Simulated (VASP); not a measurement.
Wanted: the native input for a VASP 6.6.1 run.

| Item | Value |
| --- | --- |
| Task | single point |
| Functional | RPBE |
| Potentials or basis | VASP PAW PBE potentials, release 64 (Cu, Al) |
| Cutoff | 520 eV |
| k mesh | 7 × 7 × 9 |
| Occupations | fermi-dirac, width 0.05 eV |
| Spin | no spin polarisation |
| Dipole correction | no |
| Further INCAR settings | ALGO = Normal; EDIFF = 1e-07; NBANDS = 16 |

The structure of Al2Cu lies in POSCAR:

```
Al2Cu
1.0
    4.1584935074      0.0000000000      0.0000000000
    0.0000000000      4.1584935074      0.0000000000
    0.0000000000      0.0000000000      2.9048084801
Cu Al
1 2
Direct
    0.0000000000      0.0000000000      0.0000000000
    0.0000000000      0.5000000000      0.5000000000
    0.5000000000      0.0000000000      0.5000000000
```

The input as run:

INCAR

```
SYSTEM = Al2Cu
PREC     = Accurate       ! precision mode
ENCUT    = 520            ! plane-wave cutoff, eV
EDIFF    = 1E-7           ! SCF threshold, eV
ISMEAR   = -1             ! smearing method
SIGMA    = 0.05           ! smearing width, eV
LREAL    = .False.        ! projectors in reciprocal space
LASPH    = .True.         ! aspherical terms in the spheres
NELM     = 80             ! most SCF steps
ALGO     = Normal         ! electronic algorithm
ISIF     = 2              ! what is computed and relaxed
LWAVE    = .False.        ! write WAVECAR
LCHARG   = .False.        ! write CHGCAR
GGA      = RP             ! functional
NBANDS   = 16             ! bands
```

KPOINTS

```
regular mesh
0
Gamma
  7 7 9
  0 0 0
```

Potentials or basis: VASP PAW PBE potentials, release 64 (Cu, Al).

Command:

```sh
$ cat potpaw_PBE.64/Cu/POTCAR potpaw_PBE.64/Al/POTCAR > POTCAR
$ mpirun -np 1 vasp_std > vasp.out
```

Results of the run:

```yaml
Pressure: 0.1 GPa
```

Caveat: the PAW data sets were made with another functional, which shifts forces and pressure a little.

Wall time 35 s on 1 thread of Intel(R) Xeon(R) Platinum 8375C CPU @ 2.90GHz (Ice Lake), on a shared host, peak memory 0.18 GiB.
